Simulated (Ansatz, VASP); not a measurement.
HfO2: VASP beside Ansatz

```
CELL_PARAMETERS angstrom
5.15725 0.00000 -0.00195
0.00000 5.21647 0.00000
-0.88901 0.00000 5.26866
ATOMIC_POSITIONS crystal
Hf 0.27585 0.45745 0.70818
Hf 0.72415 0.95745 0.79182
Hf 0.72415 0.54255 0.29182
Hf 0.27585 0.04255 0.20818
O 0.44870 0.74243 0.97757
O 0.55130 0.24243 0.52243
O 0.55130 0.25757 0.02243
O 0.44870 0.75757 0.47757
O 0.06806 0.33058 0.34661
O 0.93194 0.83058 0.15339
O 0.93194 0.66942 0.65339
O 0.06806 0.16942 0.84661
```

Alike in both runs: functional PBE; k mesh 4 × 4 × 4; occupations gaussian, width 0.1 eV; no spin polarisation.

Ansatz relaxed the structure, and its values are those at the end. VASP's run is a single point on that final structure, the one shown.

|  | VASP | Ansatz |
| --- | --- | --- |
| version | VASP 6.6.1 | Ansatz 0.2.0 |
| potentials or method | VASP PAW PBE potentials, release 64 (Hf_pv, O), cutoff 600 eV | scalar-relativistic, plane waves, PAW |
| valence electrons in the cell | 88 | 152 |

```csv
,VASP,Ansatz,Ansatz less VASP
gap on the k mesh at the Fermi level (eV),3.99,4.03,+0.041
least direct gap on the mesh (eV),4.07,4.12,+0.045
pressure (GPa),-3.2,0.1,+3.28
rms of the force components (eV/Å),0.039,0.009,-0.0301
```

VASP's potentials hold 88 valence electrons a cell and Ansatz's 152, so a difference there can come from the potentials and not from the codes.

Neither program's run includes spin-orbit coupling.
